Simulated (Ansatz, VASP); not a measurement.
## ZnSe: VASP beside Ansatz

Contents of POSCAR:

```
ZnSe
1.0
    3.7796697624      0.0000000000      0.0000000000
   -1.8898348812      3.2732900321      0.0000000000
    0.0000000000      0.0000000000      6.1318974040
Zn Se
2 2
Direct
    0.0000000000      0.0000000000      0.0000000000
    0.0000000000      0.0000000000      0.5000000000
    0.3333333333      0.6666666667      0.2500000000
    0.6666666667      0.3333333333      0.7500000000
```

INCAR.step1

```
PREC     = Accurate       # precision mode
ENCUT    = 520            # plane-wave cutoff, eV
ISMEAR   = -1             # smearing method
SIGMA    = 0.02           # smearing width, eV
LREAL    = False          # projectors in reciprocal space
LASPH    = True           # aspherical terms in the spheres
NELM     = 60             # most SCF steps
NBANDS   = 26             # bands
GGA      = PE             # functional
ALGO     = Normal         # electronic algorithm
EDIFF    = 1E-4           # SCF threshold, eV
LWAVE    = True           # write WAVECAR
LCHARG   = False          # write CHGCAR
```

The input INCAR.step2:

```
PREC     = Accurate       # precision mode
ENCUT    = 520            # plane-wave cutoff, eV
EDIFF    = 1E-6           # SCF threshold, eV
ISMEAR   = -1             # smearing method
SIGMA    = 0.02           # smearing width, eV
LREAL    = False          # projectors in reciprocal space
LASPH    = True           # aspherical terms in the spheres
NELM     = 60             # most SCF steps
ALGO     = Normal         # electronic algorithm
ISIF     = 2              # what is computed and relaxed
LWAVE    = False          # write WAVECAR
LCHARG   = False          # write CHGCAR
METAGGA  = R2SCAN         # meta-GGA
LMIXTAU  = True         
NBANDS   = 26             # bands
ISTART   = 1
```

The input KPOINTS:

```
Automatic mesh
0
Gamma
  12 12 4
```

Input for Ansatz:

```yaml
crystal:
  lattice:
    - [3.7796697624, 0.0, 0.0]
    - [-1.8898348812, 3.2732900321, 0.0]
    - [0.0, 0.0, 6.131897404]
  atoms:
    - { symbol: Zn, position: [0.0, 0.0, 0.0] }
    - { symbol: Zn, position: [0.0, 0.0, 0.5] }
    - { symbol: Se, position: [0.3333333333, 0.6666666667, 0.25] }
    - { symbol: Se, position: [0.6666666667, 0.3333333333, 0.75] }
kpoints:
  mp_grid: { grid: [12, 12, 4] }
  band_path:
    path:
      - [0.0, 0.0, 0.0]
      - [0.5, 0.0, 0.0]
      - [0.3333333333, 0.3333333333, 0.0]
      - [0.0, 0.0, 0.5]
      - [0.5, 0.0, 0.5]
      - [0.3333333333, 0.3333333333, 0.5]
      - [0.2, 0.0, 0.0]
    npoints: 1
hamiltonian:
  xc: r2scan
scf:
  occupations: { method: fermi_dirac, width: 0.02 }
  n_extra_bands: 5
output:
  forces: true
  stress: true
  eigenvalues: true
```

Alike in both runs: task single point; functional r2SCAN; k mesh 12 × 12 × 4; occupations fermi-dirac, width 0.02 eV; no spin polarisation.

|  | VASP | Ansatz |
| --- | --- | --- |
| version | VASP 6.6.1 | Ansatz 0.2.0 |
| potentials or method | VASP PAW PBE potentials, release 64 (Zn, Se) | plane waves, PAW |
| plane-wave cutoff (eV) | 520 | 500 |
| valence electrons in the cell | 36 | 56 |

|  | VASP | Ansatz | Ansatz less VASP |
| --- | --- | --- | --- |
| pressure (GPa) | 0.2 | 0.0 | -0.24 |
| traceless stress, the component that is largest in VASP (GPa) | -0.06 | 0.00 | +0.055 |

VASP's potentials were made for PBE, not for r2SCAN. VASP's potentials hold 36 valence electrons a cell and Ansatz's 56, so a difference there can come from the potentials and not from the codes.
